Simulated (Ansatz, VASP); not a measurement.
# One calculation of InSe, two programs

```
In Se
1.0
     4.04733    0.00000    0.00000
    -2.02366    3.50509    0.00000
     0.00000    0.00000   18.05206
In Se
4 4
Direct
  0.33631 0.67639 0.07757
  0.33308 0.66737 0.92239
  0.99917 0.99815 0.42268
  0.00889 0.99730 0.57621
  0.33761 0.66815 0.35153
  0.33350 0.66310 0.64852
  0.67070 0.33641 0.14678
  0.66414 0.32987 0.85334
```

Change from the starting cell: atoms moved at random, drawn with an rms of 0.05 Å.

Alike in both runs: task single point; functional PBEsol; k mesh 8 × 8 × 2; occupations fermi-dirac, width 0.05 eV; no spin polarisation.

|  | VASP | Ansatz |
| --- | --- | --- |
| version | VASP 6.6.1 | Ansatz 0.2.0 |
| potentials or method | VASP PAW PBE potentials, release 64 (In_d, Se) | Ansatz PAW |
| plane-wave cutoff (eV) | 520 | 420 |
| valence electrons in the cell | 76 | 116 |

VASP gave:

| Property | Result |
| --- | --- |
| gap on the k mesh at the Fermi level (eV) | 0.65 |
| least direct gap on the mesh (eV) | 0.65 |
| pressure (GPa) | -1.0 |
| traceless stress, the component that is largest in VASP (GPa) | 0.28 |
| rms of the force components (eV/Å) | 0.131 |

Question: What did Ansatz give for the same quantities?

Answer: gap on the k mesh at the Fermi level (eV): 0.66; least direct gap on the mesh (eV): 0.66; pressure (GPa): -1.0; traceless stress, the component that is largest in VASP (GPa): 0.29; rms of the force components (eV/Å): 0.133.

VASP's potentials were made for PBE, not for PBEsol. Atom by atom the forces differ by 0.011 eV/Å (rms over components). VASP's potentials hold 76 valence electrons a cell and Ansatz's 116, so a difference there can come from the potentials and not from the codes.
